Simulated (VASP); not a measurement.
# NaLu (P4/mmm) in VASP: a series of runs

Runs on NaLu. Level: LDA. Tasks: relaxation of cell and atoms.

Program: VASP 6.6.1. These are calculated values, not measurements. Logs are shortened: lines on timing, memory, paths and dates and some standing lists are left out, and cuts for length are marked.

### Step 1. The cell of the first run

Symmetry: P4/mmm, No. 123, tetragonal system. The conventional cell has a = 3.137 Å, b = 3.137 Å, c = 5.632 Å, α = 90.00°, β = 90.00°, γ = 90.00°. Na (site symmetry 4/mmm) has 4 Na at 3.14 Å and 8 Lu at 3.58 Å within 4.1 Å. Within 4.1 Å of Lu (site symmetry 4/mmm) lie 4 Lu at 3.14 Å and 8 Na at 3.58 Å.

### Step 2. Relaxation of cell and atoms, LDA

File INCAR:

```
SYSTEM = NaLu
PREC = Accurate ; ENCUT = 600
EDIFF = 1E-6 ; ISMEAR = -1
SIGMA = 0.1 ; LREAL = .False.
LASPH = .True. ; NELM = 100
ALGO = Normal ; ISIF = 3
LWAVE = .False. ; LCHARG = .False.
GGA = CA ; IBRION = 2
NSW = 60 ; EDIFFG = -0.02
```

File KPOINTS:

```
Automatic mesh
0
Gamma
  4 5 5
  0 0 0
```

File POSCAR:

```
NaLu
1.0
    5.6319677797      0.0000000000      0.0000000000
    0.0000000000      4.4357286545      0.0000000000
    0.0000000000      0.0000000000      4.4357286545
Na Lu
2 2
Direct
    0.0000000000      0.0000000000      0.0000000000
    0.0000000000      0.5000000000      0.5000000000
    0.5000000000      0.0000000000      0.5000000000
    0.5000000000      0.5000000000      0.0000000000
```

Potentials or basis: VASP PAW PBE potentials, release 64 (Na_pv, Lu).

On the command line:

```
$ cat potpaw_PBE.64/Na_pv/POTCAR potpaw_PBE.64/Lu/POTCAR > POTCAR
$ mpirun -np 1 vasp_std > vasp.out
```

OUTCAR:

```text
SYSTEM = NaLu
   PREC = Accurate
   ENCUT = 600
   EDIFF = 1E-6
   ISMEAR = -1
   LREAL = .False.
   LASPH = .True.
   NELM = 100
   ISIF = 3
   GGA = CA
   IBRION = 2
   NSW = 60
   EDIFFG = -0.02

 ion  position               nearest neighbor table
   1  0.000  0.000  0.000-
   2  0.000  0.500  0.500-
   3  0.500  0.000  0.500-   4 3.14   4 3.14   4 3.14   4 3.14
   4  0.500  0.500  0.000-   3 3.14   3 3.14   3 3.14   3 3.14

  LATTYP: Found a simple tetragonal cell.
 ALAT       =     4.4357286545
 C/A-ratio  =     1.2696826651

  Lattice vectors:

 A1 = (   0.0000000000,   4.4357286545,   0.0000000000)
 A2 = (   0.0000000000,   0.0000000000,   4.4357286545)
 A3 = (   5.6319677797,   0.0000000000,   0.0000000000)

Analysis of symmetry for initial positions (statically):
=====================================================================
 Subroutine PRICEL returns following result:

  LATTYP: Found a simple tetragonal cell.
 ALAT       =     3.1365338111
 C/A-ratio  =     1.7956024449

  Lattice vectors:

 A1 = (   0.0000000000,   2.2178643273,  -2.2178643273)
 A2 = (   0.0000000000,   2.2178643273,   2.2178643273)
 A3 = (   5.6319677797,   0.0000000000,   0.0000000000)

   2 primitive cells build up your supercell.

 Routine SETGRP: Setting up the symmetry group for a
 simple tetragonal supercell.

 Subroutine GETGRP returns: Found 16 space group operations
 (whereof 16 operations were pure point group operations)
 out of a pool of 16 trial point group operations.

The static configuration has the point symmetry D_4h.

Analysis of symmetry for dynamics (positions and initial velocities):
=====================================================================
 Subroutine PRICEL returns following result:

  LATTYP: Found a simple tetragonal cell.
 ALAT       =     3.1365338111
 C/A-ratio  =     1.7956024449

  Lattice vectors:

 A1 = (   0.0000000000,   2.2178643273,  -2.2178643273)
 A2 = (   0.0000000000,   2.2178643273,   2.2178643273)
 A3 = (   5.6319677797,   0.0000000000,   0.0000000000)

   2 primitive cells build up your supercell.

 Routine SETGRP: Setting up the symmetry group for a
 simple tetragonal supercell.

 Subroutine GETGRP returns: Found 16 space group operations
 (whereof 16 operations were pure point group operations)
 out of a pool of 16 trial point group operations.

The dynamic configuration has the point symmetry D_4h.

 Subroutine INISYM returns: Found 16 space group operations
 (whereof 16 operations are pure point group operations),
 and found     2 'primitive' translations

----------------------------------------------------------------------------------------

                                     Primitive cell

  volume of cell :      55.4064

  direct lattice vectors                    reciprocal lattice vectors
     0.000000000  2.217864327 -2.217864327     0.000000000  0.225442104 -0.225442104
     0.000000000  2.217864327  2.217864327     0.000000000  0.225442104  0.225442104
     5.631967780  0.000000000  0.000000000     0.177557834  0.000000000  0.000000000

  length of vectors
     3.136533811  3.136533811  5.631967780     0.318823281  0.318823281  0.177557834

  position of ions in fractional coordinates (direct lattice)
     0.000000000  0.000000000  0.000000000
     0.500000000  0.500000000  0.500000000

  ion indices of the primitive-cell ions
   primitive index   ion index
                 1           1
                 2           3

----------------------------------------------------------------------------------------

 KPOINTS: Automatic mesh

Automatic generation of k-mesh.
 Grid dimensions read from file:
 generate k-points for:    4    5    5

 Generating k-lattice:

  Cartesian coordinates                     Fractional coordinates (reciprocal lattice)
     0.044389458  0.000000000  0.000000000     0.250000000  0.000000000  0.000000000
     0.000000000  0.045088421  0.000000000     0.000000000  0.200000000  0.000000000
     0.000000000  0.000000000  0.045088421     0.000000000  0.000000000  0.200000000

  Length of vectors
     0.044389458  0.045088421  0.045088421

  Shift w.r.t. Gamma in fractional coordinates (k-lattice)
     0.000000000  0.000000000  0.000000000

 Subroutine IBZKPT returns following result:
 ===========================================

 Found     18 irreducible k-points:

 Following reciprocal coordinates:
            Coordinates               Weight
  0.000000  0.000000  0.000000      1.000000
  0.250000  0.000000  0.000000      2.000000
  0.500000  0.000000  0.000000      1.000000
  0.000000  0.200000  0.000000      4.000000
  0.250000  0.200000  0.000000      8.000000
  0.500000  0.200000  0.000000      4.000000
[... 10 lines left out ...]
  0.250000  0.400000  0.400000      8.000000
  0.500000  0.400000  0.400000      4.000000
   k-points           NKPTS =     18   k-points in BZ     NKDIM =     18   number of bands    NBANDS=     38
   number of dos      NEDOS =    301   number of ions     NIONS =      4
   total plane-waves  NPLWV =  62208
   dimension x,y,z NGX =    48 NGY =   36 NGZ =   36
   dimension x,y,z NGXF=    96 NGYF=   72 NGZF=   72
   ions per type =               2   2
   NGX,Y,Z   is equivalent  to a cutoff of  14.17, 13.49, 13.49 a.u.
   NGXF,Y,Z  is equivalent  to a cutoff of  28.34, 26.98, 26.98 a.u.
 SYSTEM =  NaLu
   PREC   = accura    normal or accurate (medium, high low for compatibility)
   ISTART =      0    job   : 0-new  1-cont  2-samecut
   ICHARG =      2    charge: 1-file 2-atom 10-const
   ISPIN  =      1    spin polarized calculation?
   LNONCOLLINEAR =      F non collinear calculations
   LSORBIT =      F    spin-orbit coupling
   LASPH  =      T    aspherical Exc in radial PAW
   ENCUT  =  600.0 eV  44.10 Ry    6.64 a.u.  11.25  8.86  8.86*2*pi/ulx,y,z
   NELM   =    100;   NELMIN=  2; NELMDL= -5     # of ELM steps
   EDIFF  = 0.1E-05   stopping-criterion for ELM
   LREAL  =      F    real-space projection
   EDIFFG = -.2E-01   stopping-criterion for IOM
   NSW    =     60    number of steps for IOM
   IBRION =      2    ionic relax: 0-MD 1-quasi-New 2-CG
   NFREE  =      1    steps in history (QN), initial steepest desc. (CG)
   ISIF   =      3    stress and relaxation
   ISYM   =      2    0-nonsym 1-usesym 2-fastsym
   POTIM  = 0.5000    time-step for ionic-motion
   TEBEG  =    0.0;   TEEND  =   0.0 temperature during run
   PSTRESS=    0.0 pullay stress
   NELECT =      64.0000    total number of electrons
   NUPDOWN=      -1.0000    fix difference up-down
   EMIN   =  10.00;   EMAX   =-10.00  energy-range for DOS
   EFERMI =   0.00;   METHOD = LEGACY
   ISMEAR =    -1;   SIGMA  =   0.10  broadening in eV -4-tet -1-fermi 0-gaus
   EFERMI_NEDOS =   21; number of points for ismear=-14 and -15
   IALGO  =     38    algorithm
   IMIX   =      4    mixing-type and parameters
     AMIX     =   0.40;   BMIX     =  1.00
     AMIX_MAG =   1.60;   BMIX_MAG =  1.00
  volume/ion in A,a.u.               =      27.70       186.95
  Fermi-wavevector in a.u.,A,eV,Ry     =   1.363342  2.576343 25.289165  1.858701
  Thomas-Fermi vector in A             =   2.489753
   LORBIT       =      0    0 simple, 1 ext, 2 COOP (PROOUT), +10 PAW based schemes
   GGA     = CA    functional components
   LHFCALC =     F    Hartree Fock is set to
   AEXX    =    0.0000 exact exchange contribution
   IVDW    =     0    specifies the selected vdW correction
   LEPSILON=     F    determine dielectric tensor
   LRPA    =     F    only Hartree local field effects (RPA)
 conjugate gradient relaxation of ions
 non-spin polarized calculation
  energy-cutoff  :      600.00
  volume of cell :      110.81
 maximum number of plane-waves:      3718
 NGX is ok and might be reduce to    48
   NGX = 23   NGY = 17   NGZ = 17

--------------------------------------- Ionic step        1  -------------------------------------------

 number of electron      63.9999975 magnetization

 Free energy of the ion-electron system (eV)
  ---------------------------------------------------
  ext. energy  EPLUGINS =         0.00000000
  ---------------------------------------------------
  free energy    TOTEN  =       -11.64518247 eV

  energy without entropy =      -11.49187608  energy(sigma->0) =      -11.56852927

------------------------ aborting loop because EDIFF is reached ----------------------------------------

  FORCE on cell =-STRESS in cart. coord.  units (eV):
  Direction    XX          YY          ZZ          XY          YZ          ZX
  --------------------------------------------------------------------------------------
  -------------------------------------------------------------------------------------
  Total        0.6455227     -0.1463605     -0.1463605      0.0000000      0.0000000     -0.0000000
  in kB        9.3332309     -2.1161404     -2.1161404      0.0000000      0.0000000     -0.0000000
  external PRESSURE =       1.7003167 kB  Pullay stress =       0.0000000 kB

 VOLUME and BASIS-vectors are now :
 -----------------------------------------------------------------------------
  energy-cutoff  :      600.00
  volume of cell :      110.81
      direct lattice vectors                 reciprocal lattice vectors
     5.631967780  0.000000000  0.000000000     0.177557834  0.000000000  0.000000000
     0.000000000  4.435728655  0.000000000     0.000000000  0.225442104  0.000000000
     0.000000000  0.000000000  4.435728655     0.000000000  0.000000000  0.225442104
[... 267 lines left out ...]
 POSITION                                       TOTAL-FORCE (eV/Angst)
 -----------------------------------------------------------------------------------
      0.00000      0.00000      0.00000         0.000000      0.000000      0.000000
     -0.00000      2.19948      2.19948         0.000000      0.000000      0.000000
      2.91896     -0.00000      2.19948        -0.000000      0.000000     -0.000000
      2.91896      2.19948     -0.00000         0.000000     -0.000000      0.000000
 -----------------------------------------------------------------------------------
    total drift:                                0.000000     -0.000000     -0.000000

  FREE ENERGIE OF THE ION-ELECTRON SYSTEM (eV)
  ---------------------------------------------------
  free  energy   TOTEN  =       -11.6584110245 eV

  energy  without entropy=      -11.5124616802  energy(sigma->0) =      -11.58543635

--------------------------------------- Ionic step        9  -------------------------------------------

 number of electron      64.0000037 magnetization

 Free energy of the ion-electron system (eV)
  ---------------------------------------------------
  ext. energy  EPLUGINS =         0.00000000
  ---------------------------------------------------
  free energy    TOTEN  =       -11.65837491 eV

  energy without entropy =      -11.51307468  energy(sigma->0) =      -11.58572480

 E-fermi :   1.5209     XC(G=0):  -9.3579

 val. band max:        1.5188920780   @ k =   0.0000   0.2000   0.0000
 cond. band min:       1.5260047740   @ k =   0.2500   0.2000   0.0000
 fundamental gap:      0.0071126959
 Fermi energy:         1.5209025375

 k-point     1 :       0.0000    0.0000    0.0000
  band No.  band energies     occupation
      1     -54.8589      2.00000
      2     -54.7793      2.00000
      3     -25.9583      2.00000
      4     -25.9583      2.00000
      5     -25.7841      2.00000
      6     -25.6264      2.00000
[... 749 lines left out ...]
 POSITION                                       TOTAL-FORCE (eV/Angst)
 -----------------------------------------------------------------------------------
      0.00000      0.00000      0.00000         0.000000     -0.000000     -0.000000
     -0.00000      2.19830      2.19830         0.000000      0.000000     -0.000000
      2.92557     -0.00000      2.19830        -0.000000     -0.000000      0.000000
      2.92557      2.19830     -0.00000         0.000000     -0.000000     -0.000000
 -----------------------------------------------------------------------------------
    total drift:                                0.000000     -0.000000     -0.000000

  FREE ENERGIE OF THE ION-ELECTRON SYSTEM (eV)
  ---------------------------------------------------
  free  energy   TOTEN  =       -11.6583749095 eV

  energy  without entropy=      -11.5130746824  energy(sigma->0) =      -11.58572480

 reached required accuracy - stopping structural energy minimisation
```

Wall time 3.8 min (1 thread of Intel Xeon 6975P-C (Granite Rapids), shared host); peak memory 0.24 GiB.

Results:

| Property | Result |
| --- | --- |
| Free energy | -11.6584 eV |
| Relaxed volume | 28.28 Å³/atom |
| Relaxed cell | a = 5.851 Å, b = 4.397 Å, c = 4.397 Å, α = 90.00°, β = 90.00°, γ = 90.00° |
| Space group after relaxing (to 0.1 Å) | P4/mmm (No. 123) |
| Energy gained by relaxing | 3.3 meV/atom |
| Ionic steps | 9 |
| Pressure after relaxing | -0.1 GPa |
| Band gap on the k mesh | zero (bands 32 and 33 overlap by 0.20 eV) |

The path:
```
step  energy change (eV)  largest force (eV/Å)  pressure (GPa)  volume (Å³)
   1              0.0000                0.0000            0.17       110.81
   2             -0.0049                0.0000           -0.12       111.28
   3             -0.0078                0.0000           -0.10       111.63
   4             -0.0118                0.0000           -0.14       112.30
   5             -0.0120                0.0000           -0.41       113.62
   6             -0.0131                0.0000           -0.13       112.83
   7             -0.0131                0.0000           -0.39       113.19
   8             -0.0132                0.0000           -0.09       112.97
   9             -0.0132                0.0000           -0.05       113.10
```

Final structure:
```
Na Lu
1.0
     5.85113    0.00000    0.00000
     0.00000    4.39659    0.00000
     0.00000    0.00000    4.39659
Na Lu
2 2
Direct
  0.00000 0.00000 0.00000
  0.00000 0.50000 0.50000
  0.50000 0.00000 0.50000
  0.50000 0.50000 0.00000
```

Caveat: the PAW data sets were made with another functional, which shifts forces and pressure a little; spin-orbit coupling is left out, which moves the levels of the heavy elements.

### Step 3. Relaxation of cell and atoms, LDA

This run uses another cell than the first one, of 34.05 Å³/atom.

File INCAR:

```
SYSTEM = NaLu
PREC = Accurate
ENCUT = 600
EDIFF = 1E-7
ISMEAR = -1
SIGMA = 0.1
LREAL = .FALSE.
LASPH = .TRUE.
NELM = 80
ALGO = Normal
ISIF = 3
LWAVE = .FALSE.
LCHARG = .FALSE.
GGA = CA
IBRION = 2
NSW = 60
EDIFFG = -0.02
```

File KPOINTS:

```
Automatic mesh
0
G
  4 4 4
  0 0 0
```

File POSCAR:

```
NaLu
1.0
    5.1450000000      0.0000000000      0.0000000000
    0.0000000000      5.1450000000      0.0000000000
    0.0000000000      0.0000000000      5.1450000000
Na Lu
2 2
Direct
    0.0000000000      0.0000000000      0.0000000000
    0.0000000000      0.5000000000      0.5000000000
    0.5000000000      0.0000000000      0.5000000000
    0.5000000000      0.5000000000      0.0000000000
```

Potentials or basis: VASP PAW PBE potentials, release 64 (Na_pv, Lu).

On the command line:

```
$ cat potpaw_PBE.64/Na_pv/POTCAR potpaw_PBE.64/Lu/POTCAR > POTCAR
$ mpirun -np 1 vasp_std > vasp.out
```

It took 13 min on 1 thread of Intel Xeon 6975P-C (Granite Rapids), shared host; peak memory 0.31 GiB.

The run converged. Its results:

- Free energy: -11.6769 eV
- Relaxed volume: 27.78 Å³/atom
- Relaxed cell: a = 5.637 Å, b = 4.440 Å, c = 4.440 Å, α = 90.00°, β = 90.00°, γ = 90.00°
- Space group after relaxing (to 0.1 Å): P4/mmm (No. 123)
- Energy gained by relaxing: 147.0 meV/atom
- Ionic steps: 12
- Pressure after relaxing: 0.0 GPa
- Band gap on the k mesh: zero (bands 32 and 33 overlap by 0.37 eV)

Step by step:
```
step  energy change (eV)  largest force (eV/Å)  pressure (GPa)  volume (Å³)
   1              0.0000                0.0000           -3.58       136.19
   2             -0.2954                0.0000           -1.72       121.72
   3             -0.3811                0.0000           -0.57       114.04
   4             -0.3218                0.0000            3.56        99.59
   5             -0.3996                0.0000            0.40       109.64
   6             -0.4000                0.0000            0.49       109.04
   7             -0.4550                0.0000            0.52       108.95
   8             -0.5713                0.0000            0.72       108.15
   9             -0.3720                0.0000            2.49       104.24
  10             -0.5791                0.0000            0.84       107.69
  11             -0.5868                0.0000           -0.40       112.49
  12             -0.5882                0.0000           -0.02       111.10
```

Final structure:
```cif
data_structure
_symmetry_space_group_name_H-M 'P 1'
_symmetry_Int_Tables_number 1
_cell_length_a 5.6365
_cell_length_b 4.4397
_cell_length_c 4.4397
_cell_angle_alpha 90.000
_cell_angle_beta 90.000
_cell_angle_gamma 90.000
_cell_volume 111.10
loop_
_atom_site_label
_atom_site_type_symbol
_atom_site_fract_x
_atom_site_fract_y
_atom_site_fract_z
_atom_site_occupancy
Na1 Na 0.00000 0.00000 0.00000 1
Na2 Na 0.00000 0.50000 0.50000 1
Lu1 Lu 0.50000 0.00000 0.50000 1
Lu2 Lu 0.50000 0.50000 0.00000 1
```

Levels at points of the mesh, in eV from the Fermi level:
```csv
k point,band 29,band 30,band 31,band 32,band 33,band 34,band 35,band 36
"(0.00, 0.00, 0.00)",-5.25,-1.62,-1.36,-0.31,0.40,0.82,0.82,1.41
"(0.50, 0.00, 0.00)",-4.64,-2.67,-1.55,-0.30,0.51,0.51,0.67,2.67
"(0.00, 0.50, 0.00)",-2.88,-2.88,0.22,0.22,0.40,0.40,1.53,1.53
"(0.50, 0.50, 0.00)",-2.09,-2.09,-1.41,-1.41,1.59,1.59,1.62,1.62
"(0.00, 0.50, 0.50)",-1.95,-1.95,-0.52,-0.52,-0.16,-0.16,0.53,0.53
"(0.50, 0.50, 0.50)",-1.52,-1.52,-1.21,-1.21,0.68,0.68,0.78,0.78
```

Caveat: the volume moved by over 15 % at a fixed basis, so the end points are rough; the PAW data sets were made with another functional, which shifts forces and pressure a little; spin-orbit coupling is left out, which moves the levels of the heavy elements.

The gap in the log of VASP goes by the Fermi energy; the results here count the filled bands.